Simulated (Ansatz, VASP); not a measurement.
ReBPt in VASP and in Ansatz

```
Re B Pt
1.0
     3.08263    0.00000    0.00000
     0.00000    3.08263    0.00000
     0.00000    0.00000    4.13407
Re B Pt
1 1 1
Direct
  0.00000 0.00000 0.50000
  0.00000 0.00000 0.00000
  0.50000 0.50000 0.00000
```

Alike in both runs: functional PBE; k mesh 6 × 6 × 4; occupations gaussian, width 0.1 eV; no spin polarisation.

Ansatz relaxed the structure, and its values are those at the end. VASP's run is a single point on that final structure, the one shown.

|  | VASP | Ansatz |
| --- | --- | --- |
| version | VASP 6.6.1 | Ansatz 0.2.0 |
| potentials or method | VASP PAW PBE potentials, release 64 (Re_sv_GW, B, Pt_sv_GW), cutoff 570 eV | scalar-relativistic, plane waves, PAW |
| valence electrons in the cell | 36 | 36 |

Ansatz gave:

| Item | Value |
| --- | --- |
| gap on the k mesh at the Fermi level (eV) | none |
| pressure (GPa) | 0.0 |

Q: Which values does VASP return?

A: gap on the k mesh at the Fermi level (eV): none; pressure (GPa): -1.1.

A gap of «none» marks a metal or a gap that the smearing closes.

The k mesh is coarse, so the values compare programs but aren't converged. Neither program's run includes spin-orbit coupling.
